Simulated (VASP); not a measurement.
Write the native input for VASP 6.6.1 that does the following.

```yaml
Task: relaxation of cell and atoms
Functional: PBEsol
Potentials_or_basis: VASP PAW PBE potentials, release 64 (Li_sv)
Cutoff: 600 eV
k_mesh: 11 × 11 × 11
Occupations: methfessel-paxton, width 0.1 eV
Spin: no spin polarisation
Target_pressure: 10 GPa
Dipole_correction: no
Further_INCAR_settings: ALGO = Normal; EDIFF = 1e-06; IBRION = 2; EDIFFG = -0.01; NSW = 80; ISIF = 3
```

The structure of Li lies in POSCAR:

```
Li
1.0
   -1.7546500000      1.7546500000      1.7546500000
    1.7546500000     -1.7546500000      1.7546500000
    1.7546500000      1.7546500000     -1.7546500000
Li
1
Direct
    0.0000000000      0.0000000000      0.0000000000
```

The input as run:

INCAR

```
PREC = Accurate ; ENCUT = 600
EDIFF = 1E-6 ; ISMEAR = 1
SIGMA = 0.1 ; LREAL = False
LASPH = True ; NELM = 60
ALGO = Normal ; ISIF = 3
LWAVE = False ; LCHARG = False
GGA = PS ; IBRION = 2
NSW = 80 ; EDIFFG = -0.01
PSTRESS = 100.0
```

KPOINTS

```
regular mesh
0
Gamma
  11 11 11
```

Potentials or basis: VASP PAW PBE potentials, release 64 (Li_sv).

The run is started by

```console
$ cat potpaw_PBE.64/Li_sv/POTCAR > POTCAR
$ mpirun -np 1 vasp_std > vasp.out
```

Results of the run:

```json
{
  "Relaxed volume": "13.77 Å³/atom",
  "Relaxed cell": "a = 2.615 Å, b = 2.615 Å, c = 2.615 Å, α = 109.47°, β = 109.47°, γ = 109.47°",
  "Space group after relaxing (to 0.1 Å)": "Im-3m (No. 229)",
  "Energy change on relaxing (the run minimises the enthalpy)": "+139.8 meV/atom",
  "Ionic steps": "5",
  "Pressure after relaxing": "9.9 GPa",
  "Band gap on the k mesh": "zero (an odd number of electrons rules out a gap without spin polarisation)"
}
```

Caveat: the cutoff is under 1.25 times the usual one of these potentials, so pressure, stress and relaxed cells hold a basis-set (Pulay) error; the cell is relaxed towards a set pressure, so the run minimises the enthalpy, not the energy; the volume moved by over 15 % at a fixed basis, so the end points are rough; the PAW data sets were made with another functional, which shifts forces and pressure a little.

Run time: 10 s on 1 thread of Intel(R) Xeon(R) Platinum 8259CL CPU @ 2.50GHz (Skylake/Cascade Lake), with other jobs on the host, peak memory 0.13 GiB.
